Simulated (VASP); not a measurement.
A run of VASP 6.6.1:

Contents of INCAR:

```
PREC     = Accurate       # precision mode
ENCUT    = 520            # plane-wave cutoff, eV
EDIFF    = 1E-7           # SCF threshold, eV
ISMEAR   = 0              # smearing method
SIGMA    = 0.15           # smearing width, eV
LREAL    = F              # projectors in reciprocal space
LASPH    = T              # aspherical terms in the spheres
NELM     = 80             # most SCF steps
ALGO     = Fast           # electronic algorithm
ISIF     = 2              # what is computed and relaxed
LWAVE    = F              # write WAVECAR
LCHARG   = F              # write CHGCAR
GGA      = CA             # functional
NBANDS   = 12             # bands
```

File KPOINTS:

```
Automatic mesh
0
Gamma
  22 22 22
```

POSCAR

```
In
1.0
   -1.6359101669      1.6359101669      2.5690324608
    1.6359101669     -1.6359101669      2.5690324608
    1.6359101669      1.6359101669     -2.5690324608
In
1
Direct
    0.0000000000      0.0000000000      0.0000000000
```

Potentials or basis: VASP PAW LDA potentials, release 64 (In_d).

Run with:

```sh
$ cat potpaw_LDA.64/In_d/POTCAR > POTCAR
$ mpirun -np 1 vasp_std > vasp.out
```

Hardware: 1 thread of Intel(R) Xeon(R) 6975P-C (Granite Rapids), on a shared host.

Problem. How long does it take, and how much memory?

Solution. Run time: 2.4 min on 1 thread of Intel(R) Xeon(R) 6975P-C (Granite Rapids), on a shared host, peak memory 0.35 GiB. Counts: scf iterations 14, k points 834.
